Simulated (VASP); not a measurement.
## ScIn3As: single point with PBE

Crystal: ScIn3As.

```
Sc In As
1.0
     3.79176    0.00000    0.00000
     0.00000    3.79176    0.00000
     0.00000    0.00000   18.41132
Sc In As
2 6 2
Direct
  0.00000 0.50000 0.93300
  0.50000 0.00000 0.06700
  0.50000 0.00000 0.33627
  0.50000 0.00000 0.55245
  0.00000 0.50000 0.23732
  0.50000 0.00000 0.76268
  0.00000 0.50000 0.66373
  0.00000 0.50000 0.44755
  0.50000 0.00000 0.91790
  0.00000 0.50000 0.08210
```

| Quantity | Value |
| --- | --- |
| Program | VASP 6.6.1 |
| Task | single point |
| Functional | PBE |
| Potentials or basis | VASP PAW PBE potentials, release 64 (Sc_sv, In_d, As) |
| Cutoff | 520 eV |
| k mesh | 6 × 6 × 2 |
| Occupations | gaussian, width 0.2 eV |
| Spin | no spin polarisation |
| Dipole correction | no |
| Further INCAR settings | ALGO = Fast; EDIFF = 1e-06; NBANDS = 66 |

| Item | Value |
| --- | --- |
| Pressure | 0.1 GPa |
| Largest force | 0.079 eV/Å |
| Band gap on the k mesh | zero (bands 55 and 56 overlap by 2.28 eV) |

Forces on the atoms (eV/Å):
```
Sc   0.000  0.000 -0.032
Sc   0.000  0.000  0.032
In   0.000  0.000  0.029
In   0.000  0.000  0.079
In   0.000  0.000  0.065
In   0.000  0.000 -0.065
In   0.000  0.000 -0.029
In   0.000  0.000 -0.079
As   0.000  0.000 -0.025
As   0.000  0.000  0.025
```

Stress tensor (GPa, compression positive):
```
 0.47  0.00  0.00
 0.00  0.47  0.00
 0.00  0.00 -0.52
```

Levels at points of the mesh, in eV from the Fermi level:
```csv
k point,band 53,band 54,band 55,band 56,band 57,band 58
"(0.00, 0.00, 0.00)",0.15,0.17,0.71,0.98,0.98,1.18
"(0.50, 0.00, 0.00)",-1.85,-1.85,-0.10,-0.10,1.22,1.22
"(0.50, 0.50, 0.00)",-1.74,-1.74,-1.30,-1.30,-1.00,-1.00
"(0.00, 0.00, 0.50)",-0.51,0.17,0.98,0.98,1.18,1.37
"(0.50, 0.00, 0.50)",-1.70,-1.70,-0.18,-0.18,1.25,1.25
"(0.50, 0.50, 0.50)",-1.91,-1.91,-1.27,-1.27,-0.60,-0.60
```

Wall time 6.2 min on 1 thread of Intel(R) Xeon(R) 6975P-C (Granite Rapids), with other jobs on the host, peak memory 0.48 GiB.

Caveat: spin-orbit coupling is left out, which moves the levels of the heavy elements.
